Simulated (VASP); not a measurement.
# KCl (Fm-3m) in VASP: further runs

KCl is run at these levels: PBEsol, HSE06, PBE-based screened hybrid; tasks: single point.

Program: VASP 6.6.1. These are calculated values, not measurements. Logs are shortened: lines on timing, memory, paths and dates and some standing lists are left out, and cuts for length are marked.

## 1. The cell of the first run

Symmetry: Fm-3m, No. 225, cubic system. Conventional cell: a = 6.290 Å, b = 6.290 Å, c = 6.290 Å, α = 90.00°, β = 90.00°, γ = 90.00°. K (site symmetry m-3m) has 6 Cl at 3.14 Å within 4.1 Å. Cl (site symmetry m-3m) has 6 K at 3.14 Å within 4.1 Å.

## 2. Single point, PBEsol

The input, INCAR:

```
ALGO = Normal
EDIFF = 1E-6
ENCUT = 520
GGA = PS
ISIF = 2
ISMEAR = 0
LASPH = True
LCHARG = True
LELF = True
LREAL = False
LVHAR = True
LWAVE = False
NBANDS = 15
NELM = 60
PREC = Accurate
SIGMA = 0.01
```

The input, KPOINTS:

```
k-points
0
Gamma
  6 6 6
```

The input, POSCAR:

```
KCl
1.0
    0.0000000000      3.1448483172      3.1448483172
    3.1448483172      0.0000000000      3.1448483172
    3.1448483172      3.1448483172      0.0000000000
K Cl
1 1
Direct
    0.0000000000      0.0000000000      0.0000000000
    0.5000000000      0.5000000000      0.5000000000
```

Potentials or basis: VASP PAW PBE potentials, release 64 (K_sv, Cl).

Run with:

```sh
cat potpaw_PBE.64/K_sv/POTCAR potpaw_PBE.64/Cl/POTCAR > POTCAR
mpirun -np 1 vasp_std > vasp.out
```

OUTCAR:

```text
EDIFF = 1E-6
   ENCUT = 520
   GGA = PS
   ISIF = 2
   ISMEAR = 0
   LASPH = True
   LREAL = False
   NELM = 60
   PREC = Accurate

 ion  position               nearest neighbor table
   1  0.000  0.000  0.000-   2 3.14   2 3.14   2 3.14   2 3.14   2 3.14   2 3.14
   2  0.500  0.500  0.500-   1 3.14   1 3.14   1 3.14   1 3.14   1 3.14   1 3.14

  LATTYP: Found a face centered cubic cell.
 ALAT       =     6.2896966344

  Lattice vectors:

 A1 = (   0.0000000000,   3.1448483172,   3.1448483172)
 A2 = (   3.1448483172,   0.0000000000,   3.1448483172)
 A3 = (   3.1448483172,   3.1448483172,   0.0000000000)

Analysis of symmetry for initial positions (statically):
=====================================================================
 Subroutine PRICEL returns:
 Original cell was already a primitive cell.

 Routine SETGRP: Setting up the symmetry group for a
 face centered cubic supercell.

 Subroutine GETGRP returns: Found 48 space group operations
 (whereof 48 operations were pure point group operations)
 out of a pool of 48 trial point group operations.

The static configuration has the point symmetry O_h .

Analysis of symmetry for dynamics (positions and initial velocities):
=====================================================================
 Subroutine PRICEL returns:
 Original cell was already a primitive cell.

 Routine SETGRP: Setting up the symmetry group for a
 face centered cubic supercell.

 Subroutine GETGRP returns: Found 48 space group operations
 (whereof 48 operations were pure point group operations)
 out of a pool of 48 trial point group operations.

The dynamic configuration has the point symmetry O_h .

 Subroutine INISYM returns: Found 48 space group operations
 (whereof 48 operations are pure point group operations),
 and found     1 'primitive' translations

----------------------------------------------------------------------------------------

                                     Primitive cell

  volume of cell :      62.2055

  direct lattice vectors                    reciprocal lattice vectors
     0.000000000  3.144848317  3.144848317    -0.158990180  0.158990180  0.158990180
     3.144848317  0.000000000  3.144848317     0.158990180 -0.158990180  0.158990180
     3.144848317  3.144848317  0.000000000     0.158990180  0.158990180 -0.158990180

  length of vectors
     4.447487142  4.447487142  4.447487142     0.275379070  0.275379070  0.275379070

  position of ions in fractional coordinates (direct lattice)
     0.000000000  0.000000000  0.000000000
     0.500000000  0.500000000  0.500000000

  ion indices of the primitive-cell ions
   primitive index   ion index
                 1           1
                 2           2

----------------------------------------------------------------------------------------

 KPOINTS: k-points

Automatic generation of k-mesh.
 Grid dimensions read from file:
 generate k-points for:    6    6    6

 Generating k-lattice:

  Cartesian coordinates                     Fractional coordinates (reciprocal lattice)
    -0.026498363  0.026498363  0.026498363     0.166666667  0.000000000  0.000000000
     0.026498363 -0.026498363  0.026498363     0.000000000  0.166666667  0.000000000
     0.026498363  0.026498363 -0.026498363     0.000000000  0.000000000  0.166666667

  Length of vectors
     0.045896512  0.045896512  0.045896512

  Shift w.r.t. Gamma in fractional coordinates (k-lattice)
     0.000000000  0.000000000  0.000000000

 Subroutine IBZKPT returns following result:
 ===========================================

 Found     16 irreducible k-points:

 Following reciprocal coordinates:
            Coordinates               Weight
  0.000000  0.000000  0.000000      1.000000
  0.166667  0.000000  0.000000      8.000000
  0.333333  0.000000  0.000000      8.000000
  0.500000  0.000000  0.000000      4.000000
  0.166667  0.166667  0.000000      6.000000
  0.333333  0.166667  0.000000     24.000000
[... 8 lines left out ...]
 -0.333333  0.333333  0.166667     24.000000
 -0.333333  0.500000  0.166667     12.000000
   k-points           NKPTS =     16   k-points in BZ     NKDIM =     16   number of bands    NBANDS=     15
   number of dos      NEDOS =    301   number of ions     NIONS =      2
   total plane-waves  NPLWV =  46656
   dimension x,y,z NGX =    36 NGY =   36 NGZ =   36
   dimension x,y,z NGXF=    72 NGYF=   72 NGZF=   72
   ions per type =               1   1
   NGX,Y,Z   is equivalent  to a cutoff of  13.46, 13.46, 13.46 a.u.
   NGXF,Y,Z  is equivalent  to a cutoff of  26.91, 26.91, 26.91 a.u.
 SYSTEM =  unknown system
   PREC   = accura    normal or accurate (medium, high low for compatibility)
   ISTART =      0    job   : 0-new  1-cont  2-samecut
   ICHARG =      2    charge: 1-file 2-atom 10-const
   ISPIN  =      1    spin polarized calculation?
   LNONCOLLINEAR =      F non collinear calculations
   LSORBIT =      F    spin-orbit coupling
   LASPH  =      T    aspherical Exc in radial PAW
   ENCUT  =  520.0 eV  38.22 Ry    6.18 a.u.   8.27  8.27  8.27*2*pi/ulx,y,z
   NELM   =     60;   NELMIN=  2; NELMDL= -5     # of ELM steps
   EDIFF  = 0.1E-05   stopping-criterion for ELM
   LREAL  =      F    real-space projection
   EDIFFG = 0.1E-04   stopping-criterion for IOM
   NSW    =      0    number of steps for IOM
   IBRION =     -1    ionic relax: 0-MD 1-quasi-New 2-CG
   NFREE  =      0    steps in history (QN), initial steepest desc. (CG)
   ISIF   =      2    stress and relaxation
   ISYM   =      2    0-nonsym 1-usesym 2-fastsym
   POTIM  = 0.5000    time-step for ionic-motion
   TEBEG  =    0.0;   TEEND  =   0.0 temperature during run
   PSTRESS=    0.0 pullay stress
   NELECT =      16.0000    total number of electrons
   NUPDOWN=      -1.0000    fix difference up-down
   EMIN   =  10.00;   EMAX   =-10.00  energy-range for DOS
   EFERMI =   0.00;   METHOD = LEGACY
   ISMEAR =     0;   SIGMA  =   0.01  broadening in eV -4-tet -1-fermi 0-gaus
   EFERMI_NEDOS =   21; number of points for ismear=-14 and -15
   IALGO  =     38    algorithm
   IMIX   =      4    mixing-type and parameters
     AMIX     =   0.40;   BMIX     =  1.00
     AMIX_MAG =   1.60;   BMIX_MAG =  1.00
  volume/ion in A,a.u.               =      31.10       209.89
  Fermi-wavevector in a.u.,A,eV,Ry     =   1.041130  1.967451 14.748069  1.083952
  Thomas-Fermi vector in A             =   2.175737
   LORBIT       =      0    0 simple, 1 ext, 2 COOP (PROOUT), +10 PAW based schemes
   GGA     = PS    functional components
   LHFCALC =     F    Hartree Fock is set to
   AEXX    =    0.0000 exact exchange contribution
   IVDW    =     0    specifies the selected vdW correction
   LEPSILON=     F    determine dielectric tensor
   LRPA    =     F    only Hartree local field effects (RPA)
 non-spin polarized calculation
 Gauss-broadening in eV      SIGMA  =   0.01
  energy-cutoff  :      520.00
  volume of cell :       62.21
 maximum number of plane-waves:      1694
 NGX is ok and might be reduce to    36
   NGX = 17   NGY = 17   NGZ = 17

 number of electron      16.0000001 magnetization

 Free energy of the ion-electron system (eV)
  ---------------------------------------------------
  ext. energy  EPLUGINS =         0.00000000
  ---------------------------------------------------
  free energy    TOTEN  =        -7.02222989 eV

  energy without entropy =       -7.02222989  energy(sigma->0) =       -7.02222989

 E-fermi :  -1.8517     XC(G=0):  -7.7268

 val. band max:       -1.8996516246   @ k =   0.0000   0.0000   0.0000
 cond. band min:       3.1277490627   @ k =   0.0000   0.0000   0.0000
 fundamental gap:      5.0274006873
 Fermi energy:        -1.8517456988

 k-point     1 :       0.0000    0.0000    0.0000
  band No.  band energies     occupation
      1     -28.9404      2.00000
      2     -13.9925      2.00000
      3     -12.4668      2.00000
      4     -12.4668      2.00000
      5     -12.4668      2.00000
      6      -1.8997      2.00000
      7      -1.8997      2.00000
      8      -1.8997      2.00000
      9       3.1277      0.00000
     10       6.3958      0.00000
     11       6.3958      0.00000
     12       6.3958      0.00000
     13       7.2823      0.00000
     14       7.2823      0.00000
     15      10.8542      0.00000

 k-point     2 :       0.1667    0.0000    0.0000
  band No.  band energies     occupation
      1     -28.9376      2.00000
      2     -14.0430      2.00000
      3     -12.4693      2.00000
      4     -12.4693      2.00000
      5     -12.4028      2.00000
      6      -2.2263      2.00000
      7      -1.9881      2.00000
      8      -1.9881      2.00000
      9       3.7718      0.00000
     10       6.2064      0.00000
     11       6.7439      0.00000
     12       6.7439      0.00000
     13       7.6587      0.00000
     14       7.6587      0.00000
     15      11.8170      0.00000

 k-point     3 :       0.3333    0.0000    0.0000
  band No.  band energies     occupation
      1     -28.9320      2.00000
      2     -14.1338      2.00000
      3     -12.4741      2.00000
      4     -12.4741      2.00000
      5     -12.2839      2.00000
      6      -2.7591      2.00000
      7      -2.1553      2.00000
      8      -2.1553      2.00000
      9       5.0012      0.00000
     10       6.2571      0.00000
     11       7.6898      0.00000
     12       7.6898      0.00000
     13       8.6091      0.00000
     14       8.6091      0.00000
     15      10.9025      0.00000
[... 199 lines left out ...]
 k-point    15 :      -0.3333    0.3333    0.1667
  band No.  band energies     occupation
      1     -28.9267      2.00000
      2     -14.0378      2.00000
      3     -12.5472      2.00000
      4     -12.5282      2.00000
      5     -12.3541      2.00000
      6      -2.6345      2.00000
      7      -2.3511      2.00000
      8      -2.2644      2.00000
      9       5.9220      0.00000
     10       6.1744      0.00000
     11       7.7615      0.00000
     12       8.0361      0.00000
     13       9.2723      0.00000
     14       9.8434      0.00000
     15       9.9425      0.00000

 k-point    16 :      -0.3333    0.5000    0.1667
  band No.  band energies     occupation
      1     -28.9259      2.00000
      2     -13.9624      2.00000
      3     -12.5930      2.00000
      4     -12.5477      2.00000
      5     -12.4138      2.00000
      6      -2.4885      2.00000
      7      -2.3352      2.00000
      8      -2.2686      2.00000
      9       5.2304      0.00000
     10       6.9028      0.00000
     11       7.0774      0.00000
     12       8.2005      0.00000
     13       9.0025      0.00000
     14       9.8111      0.00000
     15      10.3454      0.00000

------------------------ aborting loop because EDIFF is reached ----------------------------------------

  FORCE on cell =-STRESS in cart. coord.  units (eV):
  Direction    XX          YY          ZZ          XY          YZ          ZX
  --------------------------------------------------------------------------------------
  -------------------------------------------------------------------------------------
  Total       -0.1351465     -0.1351465     -0.1351465      0.0000000     -0.0000000      0.0000000
  in kB       -3.4808574     -3.4808574     -3.4808574      0.0000000     -0.0000000      0.0000000
  external PRESSURE =      -3.4808574 kB  Pullay stress =       0.0000000 kB

 VOLUME and BASIS-vectors are now :
 -----------------------------------------------------------------------------
  energy-cutoff  :      520.00
  volume of cell :       62.21
      direct lattice vectors                 reciprocal lattice vectors
     0.000000000  3.144848317  3.144848317    -0.158990180  0.158990180  0.158990180
     3.144848317  0.000000000  3.144848317     0.158990180 -0.158990180  0.158990180
     3.144848317  3.144848317  0.000000000     0.158990180  0.158990180 -0.158990180

 POSITION                                       TOTAL-FORCE (eV/Angst)
 -----------------------------------------------------------------------------------
      0.00000      0.00000      0.00000        -0.000000     -0.000000     -0.000000
      3.14485      3.14485      3.14485         0.000000      0.000000      0.000000
 -----------------------------------------------------------------------------------
    total drift:                                0.000000      0.000000      0.000000

  FREE ENERGIE OF THE ION-ELECTRON SYSTEM (eV)
  ---------------------------------------------------
  free  energy   TOTEN  =        -7.0222298884 eV

  energy  without entropy=       -7.0222298884  energy(sigma->0) =       -7.02222989
```

Wall time 21 s (1 thread of AMD EPYC 7R13 (Zen 3), shared host); peak memory 0.17 GiB.

Results:

```yaml
Free_energy: -7.0222 eV
Pressure: -0.3 GPa
Band_gap_on_the_k_mesh: 5.03 eV, direct
```

Levels at points of the mesh, in eV from the valence-band top:
| k point | band 6 | band 7 | band 8 | band 9 | band 10 | band 11 |
| --- | --- | --- | --- | --- | --- | --- |
| (0.00, 0.00, 0.00) | 0.00 | 0.00 | 0.00 | 5.03 | 8.30 | 8.30 |
| (0.50, 0.00, 0.00) | -1.09 | -0.33 | -0.33 | 7.43 | 8.49 | 10.48 |
| (0.50, 0.50, 0.00) | -0.68 | -0.23 | -0.23 | 6.40 | 8.24 | 9.91 |

Caveat: the PAW data sets were made with another functional, which shifts forces and pressure a little. PBEsol gaps usually lie below the measured ones, often by a third to a half.

## 3. Single point, HSE06

POSCAR is that of step 2.

The input, INCAR.step1:

```
SYSTEM = KCl
ALGO = Normal
EDIFF = 1E-5
ENCUT = 520
GGA = PE
ISIF = 2
ISMEAR = 0
LASPH = .True.
LCHARG = .False.
LREAL = .False.
LWAVE = .True.
NBANDS = 15
NELM = 80
PREC = Accurate
SIGMA = 0.01
```

The input, INCAR.step2:

```
SYSTEM = KCl
ALGO = Normal
EDIFF = 1E-6
ENCUT = 520
GGA = PE
HFSCREEN = 0.2079
ISIF = 2
ISMEAR = 0
ISTART = 1
LASPH = .True.
LCHARG = .False.
LHFCALC = .True.
LREAL = .False.
LWAVE = .False.
NBANDS = 15
NELM = 80
PREC = Accurate
PRECFOCK = Normal
SIGMA = 0.01
```

The input, KPOINTS:

```
k-points
0
Gamma
  4 4 4
  0 0 0
```

Potentials or basis: VASP PAW PBE potentials, release 64 (K_sv, Cl).

Run with:

```sh
cat potpaw_PBE.64/K_sv/POTCAR potpaw_PBE.64/Cl/POTCAR > POTCAR
cp INCAR.step1 INCAR
mpirun -np 1 vasp_std > vasp.out
cp INCAR.step2 INCAR
mpirun -np 1 vasp_std > vasp.out
```

It took 7.8 min on 1 thread of AMD EPYC 7R13 (Zen 3), shared host; peak memory 0.28 GiB.

It converged, with:

```
Free energy            : -7.8650 eV
Pressure               : 0.5 GPa
Band gap on the k mesh : 6.50 eV, direct
```

Levels at points of the mesh, in eV from the valence-band top:
```
           k point  band 5  band 6  band 7  band 8  band 9  band 10  band 11  band 12
(0.00, 0.00, 0.00)  -11.37    0.00    0.00    0.00    6.50     9.92     9.92     9.92
(0.50, 0.00, 0.00)  -11.14   -1.10   -0.34   -0.34    8.90    10.11    12.32    12.32
(0.50, 0.50, 0.00)  -11.42   -0.70   -0.24   -0.24    7.89     9.83    11.50    12.03
```

Caveat: the k points lie up to 0.43 Å⁻¹ apart; the PAW data sets were made with another functional, which shifts forces and pressure a little.

## 4. Single point, PBE-based screened hybrid

POSCAR is that of step 3.

The input, INCAR.step1:

```
SYSTEM = KCl
PREC = Accurate ; ENCUT = 520
EDIFF = 1E-5 ; ISMEAR = 0
SIGMA = 0.01 ; LREAL = .False.
LASPH = .True. ; NELM = 60
ALGO = Normal ; ISIF = 2
LWAVE = .True. ; NBANDS = 15
GGA = PE
```

The input, INCAR.step2:

```
SYSTEM = KCl
PREC = Accurate ; ENCUT = 520
EDIFF = 1E-6 ; ISMEAR = 0
SIGMA = 0.01 ; LREAL = .False.
LASPH = .True. ; NELM = 60
ALGO = Normal ; ISIF = 2
LWAVE = .False. ; LCHARG = .True.
GGA = PE ; LHFCALC = .True.
AEXX = 0.2 ; HFSCREEN = 0.5
PRECFOCK = Normal ; LELF = .True.
LVHAR = .True. ; NBANDS = 15
ISTART = 1
```

The input, KPOINTS:

```
regular mesh
0
Gamma
  4 4 4
  0 0 0
```

Run with:

```sh
cat potpaw_PBE.64/K_sv/POTCAR potpaw_PBE.64/Cl/POTCAR > POTCAR
cp INCAR.step1 INCAR
mpirun -np 1 vasp_std > vasp.out
cp INCAR.step2 INCAR
mpirun -np 1 vasp_std > vasp.out
```

Wall time 5 min (1 thread of AMD EPYC 7R13 (Zen 3), shared host); peak memory 0.29 GiB.

The run converged. Its results:

```yaml
Free_energy: -7.2872 eV
Pressure: 0.6 GPa
Band_gap_on_the_k_mesh: 5.74 eV, direct
```

Levels at points of the mesh, in eV from the valence-band top:
| k point | band 6 | band 7 | band 8 | band 9 | band 10 | band 11 |
| --- | --- | --- | --- | --- | --- | --- |
| (0.00, 0.00, 0.00) | 0.00 | 0.00 | 0.00 | 5.74 | 9.04 | 9.04 |
| (0.50, 0.00, 0.00) | -1.06 | -0.33 | -0.33 | 8.14 | 9.25 | 11.34 |
| (0.50, 0.50, 0.00) | -0.66 | -0.23 | -0.23 | 7.10 | 8.97 | 10.68 |

Caveat: the k points lie up to 0.43 Å⁻¹ apart; the PAW data sets were made with another functional, which shifts forces and pressure a little.

(Continued in part 2 of 2.)
